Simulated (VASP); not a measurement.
# LiCa16 in VASP: single point with PBE+D3(BJ)

Aim: the single point of LiCa16 with PBE+D3(BJ).

All numbers are computed with VASP 6.6.1; they aren't measurements. Logs are shortened: lines on timing, memory, paths and dates and some standing lists are left out, and cuts for length are marked.

## 1. The cell of the first run

The cell holds a slab with vacuum, 17 atoms: a = 11.160 Å, b = 7.891 Å, c = 16.918 Å, α = 90.00°, β = 90.00°, γ = 90.00°.

## 2. Single point, PBE+D3(BJ)

INCAR reads:

```
PREC = Accurate
ENCUT = 520
EDIFF = 1E-6
ISMEAR = 0
SIGMA = 0.15
LREAL = Auto
LASPH = T
NELM = 100
ALGO = Normal
ISIF = 2
LWAVE = F
LCHARG = F
GGA = PE
IVDW = 12
NBANDS = 96
```

KPOINTS reads:

```
regular mesh
0
Gamma
  2 2 1
```

POSCAR reads:

```
LiCa16
1.0
   11.1600000000      0.0000000000      0.0000000000
    0.0000000000      7.8913120000      0.0000000000
    0.0000000000      0.0000000000     16.9184840000
Ca Li
16 1
Direct
    0.2500000000      0.2500000000      0.0591070098
    0.7500000000      0.2500000000      0.0591070098
    0.2500000000      0.7500000000      0.0591070098
    0.7500000000      0.7500000000      0.0591070098
   -0.0026025090      0.0017208799      0.1721945063
    0.5026076165      0.0016993372      0.1722076872
    0.0020106631      0.5034411261      0.1682518363
    0.4979946237      0.5034352969      0.1682773705
    0.2500288530      0.2563472335      0.2783426695
    0.7499959677      0.2654776544      0.2768339646
    0.2500126344      0.7703547902      0.2781731507
    0.7500163978      0.7485165965      0.2846094839
   -0.0214926523      0.0279675927      0.3959855978
    0.5214819892      0.0278517691      0.3959762589
    0.0181105735      0.5196919093      0.3887024393
    0.4820525090      0.5196042179      0.3887902131
    0.7498663978      0.3746209756      0.4612835287
```

Potentials or basis: VASP PAW PBE potentials, release 64 (Ca_sv, Li_sv).

On the command line:

```bash
> cat potpaw_PBE.64/Ca_sv/POTCAR potpaw_PBE.64/Li_sv/POTCAR > POTCAR
> mpirun -np 1 vasp_std > vasp.out
```

OUTCAR:

```text
PREC = Accurate
   ENCUT = 520
   EDIFF = 1E-6
   ISMEAR = 0
   LREAL = Auto
   LASPH = T
   NELM = 100
   ISIF = 2
   GGA = PE
   IVDW = 12
 IVDW          = 12

 ion  position               nearest neighbor table
   1  0.250  0.250  0.059-
   2  0.750  0.250  0.059-
   3  0.250  0.750  0.059-
   4  0.750  0.750  0.059-
   5  0.997  0.002  0.172-
   6  0.503  0.002  0.172-
[... 9 lines left out ...]
  16  0.482  0.520  0.389-
  17  0.750  0.375  0.461-

  LATTYP: Found a simple orthorhombic cell.
 ALAT       =     7.8913120000
 B/A-ratio  =     1.4142135047
 C/A-ratio  =     2.1439380422

  Lattice vectors:

 A1 = (   0.0000000000,  -7.8913120000,   0.0000000000)
 A2 = (  11.1600000000,   0.0000000000,   0.0000000000)
 A3 = (   0.0000000000,   0.0000000000,  16.9184840000)

Analysis of symmetry for initial positions (statically):
=====================================================================
 Subroutine PRICEL returns:
 Original cell was already a primitive cell.

 Routine SETGRP: Setting up the symmetry group for a
 simple orthorhombic supercell.

 Subroutine GETGRP returns: Found  1 space group operations
 (whereof  1 operations were pure point group operations)
 out of a pool of  8 trial point group operations.

The static configuration has the point symmetry C_1 .

Analysis of symmetry for dynamics (positions and initial velocities):
=====================================================================
 Subroutine PRICEL returns:
 Original cell was already a primitive cell.

 Routine SETGRP: Setting up the symmetry group for a
 simple orthorhombic supercell.

 Subroutine GETGRP returns: Found  1 space group operations
 (whereof  1 operations were pure point group operations)
 out of a pool of  8 trial point group operations.

The dynamic configuration has the point symmetry C_1 .

 Subroutine INISYM returns: Found  1 space group operations
 (whereof  1 operations are pure point group operations),
 and found     1 'primitive' translations

----------------------------------------------------------------------------------------

                                     Primitive cell

  volume of cell :    1489.9608

  direct lattice vectors                    reciprocal lattice vectors
    11.160000000  0.000000000  0.000000000     0.089605735  0.000000000  0.000000000
     0.000000000  7.891312000  0.000000000     0.000000000  0.126721640  0.000000000
     0.000000000  0.000000000 16.918484000     0.000000000  0.000000000  0.059106951

  length of vectors
    11.160000000  7.891312000 16.918484000     0.089605735  0.126721640  0.059106951

  position of ions in fractional coordinates (direct lattice)
     0.250000000  0.250000000  0.059107010
     0.750000000  0.250000000  0.059107010
     0.250000000  0.750000000  0.059107010
     0.750000000  0.750000000  0.059107010
     0.997397491  0.001720880  0.172194506
     0.502607617  0.001699337  0.172207687
[... 9 lines left out ...]
     0.482052509  0.519604218  0.388790213
     0.749866398  0.374620976  0.461283529

  ion indices of the primitive-cell ions
   primitive index   ion index
                 1           1
                 2           2
                 3           3
                 4           4
                 5           5
                 6           6
[... 9 lines left out ...]
                16          16
                17          17

----------------------------------------------------------------------------------------

 KPOINTS: regular mesh

Automatic generation of k-mesh.
 Grid dimensions read from file:
 generate k-points for:    2    2    1

 Generating k-lattice:

  Cartesian coordinates                     Fractional coordinates (reciprocal lattice)
     0.044802867  0.000000000  0.000000000     0.500000000  0.000000000  0.000000000
     0.000000000  0.063360820  0.000000000     0.000000000  0.500000000  0.000000000
     0.000000000  0.000000000  0.059106951     0.000000000  0.000000000  1.000000000

  Length of vectors
     0.044802867  0.063360820  0.059106951

  Shift w.r.t. Gamma in fractional coordinates (k-lattice)
     0.000000000  0.000000000  0.000000000

 Subroutine IBZKPT returns following result:
 ===========================================

 Found      4 irreducible k-points:

 Following reciprocal coordinates:
            Coordinates               Weight
  0.000000  0.000000  0.000000      1.000000
  0.500000  0.000000  0.000000      1.000000
  0.000000  0.500000  0.000000      1.000000
  0.500000  0.500000  0.000000      1.000000
   k-points           NKPTS =      4   k-points in BZ     NKDIM =      4   number of bands    NBANDS=     96
   number of dos      NEDOS =    301   number of ions     NIONS =     17
   total plane-waves  NPLWV = 635040
   dimension x,y,z NGX =    84 NGY =   60 NGZ =  126
   dimension x,y,z NGXF=   168 NGYF=  120 NGZF=  252
   ions per type =              16   1
   NGX,Y,Z   is equivalent  to a cutoff of  12.51, 12.64, 12.38 a.u.
   NGXF,Y,Z  is equivalent  to a cutoff of  25.03, 25.28, 24.76 a.u.
 SYSTEM =  unknown system
   PREC   = accura    normal or accurate (medium, high low for compatibility)
   ISTART =      0    job   : 0-new  1-cont  2-samecut
   ICHARG =      2    charge: 1-file 2-atom 10-const
   ISPIN  =      1    spin polarized calculation?
   LNONCOLLINEAR =      F non collinear calculations
   LSORBIT =      F    spin-orbit coupling
   LASPH  =      T    aspherical Exc in radial PAW
   ENCUT  =  520.0 eV  38.22 Ry    6.18 a.u.  20.75 14.67 31.46*2*pi/ulx,y,z
   NELM   =    100;   NELMIN=  2; NELMDL= -5     # of ELM steps
   EDIFF  = 0.1E-05   stopping-criterion for ELM
   LREAL  =      T    real-space projection
   EDIFFG = 0.1E-04   stopping-criterion for IOM
   NSW    =      0    number of steps for IOM
   IBRION =     -1    ionic relax: 0-MD 1-quasi-New 2-CG
   NFREE  =      0    steps in history (QN), initial steepest desc. (CG)
   ISIF   =      2    stress and relaxation
   ISYM   =      2    0-nonsym 1-usesym 2-fastsym
   POTIM  = 0.5000    time-step for ionic-motion
   TEBEG  =    0.0;   TEEND  =   0.0 temperature during run
   PSTRESS=    0.0 pullay stress
   NELECT =     163.0000    total number of electrons
   NUPDOWN=      -1.0000    fix difference up-down
   EMIN   =  10.00;   EMAX   =-10.00  energy-range for DOS
   EFERMI =   0.00;   METHOD = LEGACY
   ISMEAR =     0;   SIGMA  =   0.15  broadening in eV -4-tet -1-fermi 0-gaus
   EFERMI_NEDOS =   21; number of points for ismear=-14 and -15
   IALGO  =     38    algorithm
   IMIX   =      4    mixing-type and parameters
     AMIX     =   0.40;   BMIX     =  1.00
     AMIX_MAG =   1.60;   BMIX_MAG =  1.00
  volume/ion in A,a.u.               =      87.64       591.46
  Fermi-wavevector in a.u.,A,eV,Ry     =   0.782971  1.479601  8.340967  0.613044
  Thomas-Fermi vector in A             =   1.886804
   LORBIT       =      0    0 simple, 1 ext, 2 COOP (PROOUT), +10 PAW based schemes
   GGA     = PE    functional components
   LHFCALC =     F    Hartree Fock is set to
   AEXX    =    0.0000 exact exchange contribution
   IVDW    =    12    specifies the selected vdW correction
   LEPSILON=     F    determine dielectric tensor
   LRPA    =     F    only Hartree local field effects (RPA)
 non-spin polarized calculation
 Gauss-broadening in eV      SIGMA  =   0.15
  energy-cutoff  :      520.00
  volume of cell :     1489.96
 maximum number of plane-waves:     40159
 NGX is ok and might be reduce to    84
   NGX = 41   NGY = 29   NGZ = 63

 number of electron     162.9999978 magnetization

 Free energy of the ion-electron system (eV)
  ---------------------------------------------------
  ext. energy  EPLUGINS =         0.00000000
  ---------------------------------------------------
  free energy    TOTEN  =       -27.27322184 eV

  energy without entropy =      -27.09743810  energy(sigma->0) =      -27.18532997

 E-fermi :  -0.4266     XC(G=0):  -4.6247

 val. band max:       -0.4358935353   @ k =   0.5000   0.0000   0.0000
 cond. band min:      -0.4221451619   @ k =   0.0000   0.5000   0.0000
 fundamental gap:      0.0137483734
 Fermi energy:        -0.4265670705

 k-point     1 :       0.0000    0.0000    0.0000
  band No.  band energies     occupation
      1     -47.8736      2.00000
      2     -43.2337      2.00000
      3     -43.2132      2.00000
      4     -43.2077      2.00000
      5     -43.1857      2.00000
      6     -43.1857      2.00000
[... 85 lines left out ...]
     92       0.1625      0.00000
     93       0.1810      0.00000

 k-point     2 :       0.5000    0.0000    0.0000
  band No.  band energies     occupation
      1     -47.8736      2.00000
      2     -43.2337      2.00000
      3     -43.2132      2.00000
      4     -43.2077      2.00000
      5     -43.1857      2.00000
      6     -43.1857      2.00000
[... 85 lines left out ...]
     92       0.1195      0.00000
     93       0.1569      0.00000

 k-point     3 :       0.0000    0.5000    0.0000
  band No.  band energies     occupation
      1     -47.8736      2.00000
      2     -43.2335      2.00000
      3     -43.2134      2.00000
      4     -43.2075      2.00000
      5     -43.1859      2.00000
      6     -43.1856      2.00000
[... 85 lines left out ...]
     92       0.2544      0.00000
     93       0.3121      0.00000

 k-point     4 :       0.5000    0.5000    0.0000
  band No.  band energies     occupation
      1     -47.8736      2.00000
      2     -43.2335      2.00000
      3     -43.2134      2.00000
      4     -43.2075      2.00000
      5     -43.1859      2.00000
      6     -43.1856      2.00000
[... 85 lines left out ...]
     92       0.1516      0.00000
     93       0.1937      0.00000
 [bands above 93 left out]

------------------------ aborting loop because EDIFF is reached ----------------------------------------

 Edisp (eV)   -2.60818

 E8    (eV) :    -1.3589

  FORCE on cell =-STRESS in cart. coord.  units (eV):
  Direction    XX          YY          ZZ          XY          YZ          ZX
  --------------------------------------------------------------------------------------
  -------------------------------------------------------------------------------------
  Total      -7.94028    -3.80075    -0.23500    -0.00187    -0.18172     0.00014
  in kB      -8.53830    -4.08701    -0.25270    -0.00201    -0.19541     0.00015
  external pressure =       -4.29 kB  Pullay stress =        0.00 kB

 VOLUME and BASIS-vectors are now :
 -----------------------------------------------------------------------------
  energy-cutoff  :      520.00
  volume of cell :     1489.96
      direct lattice vectors                 reciprocal lattice vectors
    11.160000000  0.000000000  0.000000000     0.089605735  0.000000000  0.000000000
     0.000000000  7.891312000  0.000000000     0.000000000  0.126721640  0.000000000
     0.000000000  0.000000000 16.918484000     0.000000000  0.000000000  0.059106951

 POSITION                                       TOTAL-FORCE (eV/Angst)
 -----------------------------------------------------------------------------------
      2.79000      1.97283      1.00000         0.000144     -0.041064     -0.019894
      8.37000      1.97283      1.00000        -0.000093      0.000398     -0.022057
      2.79000      5.91848      1.00000         0.000127      0.035762     -0.042167
      8.37000      5.91848      1.00000        -0.000051      0.006879      0.069177
     11.13096      0.01358      2.91327         0.002220      0.001248     -0.000978
      5.60910      0.01341      2.91349        -0.002023      0.001561     -0.001808
[... 9 lines left out ...]
      5.37971      4.10036      6.57774         0.011992      0.012729      0.001793
      8.36851      2.95625      7.80422         0.002862     -0.085947      0.008479
 -----------------------------------------------------------------------------------
    total drift:                                0.000015     -0.000874      0.003758

  FREE ENERGIE OF THE ION-ELECTRON SYSTEM (eV)
  ---------------------------------------------------
  free  energy   TOTEN  =       -29.8813971280 eV

  energy  without entropy=      -29.7056133891  energy(sigma->0) =      -29.79350526
```

Run time: 25 min. Hardware: 1 thread of Intel Xeon Platinum 8259CL at 2.50GHz (Skylake/Cascade Lake), shared host; peak memory 1.3 GiB.

What came out:

```yaml
Free_energy: -29.8814 eV
Largest_force: 0.086 eV/Å
Band_gap_on_the_k_mesh: zero (an odd number of electrons rules out a gap without spin polarisation)
Dispersion_energy_per_atom: -0.153 eV
```

Forces on the atoms (eV/Å):
```
Ca   0.000 -0.041 -0.020
Ca   0.000  0.000 -0.022
Ca   0.000  0.036 -0.042
Ca   0.000  0.007  0.069
Ca   0.002  0.001 -0.001
Ca  -0.002  0.002 -0.002
Ca   0.001  0.002 -0.001
Ca  -0.001  0.002 -0.001
Ca   0.000  0.009  0.003
Ca   0.000  0.002 -0.009
Ca   0.001  0.003  0.004
Ca   0.000  0.007 -0.001
Ca  -0.007  0.015  0.004
Ca   0.008  0.016  0.004
Ca  -0.017  0.011  0.005
Ca   0.012  0.013  0.002
Li   0.003 -0.086  0.008
```

Caveat: the k points lie up to 0.40 Å⁻¹ apart, too coarse for converged energies and pressures of a metal; the cutoff is under 1.25 times the usual one of these potentials, so pressure, stress and relaxed cells hold a basis-set (Pulay) error; there is no dipole correction, which matters where the two faces differ.
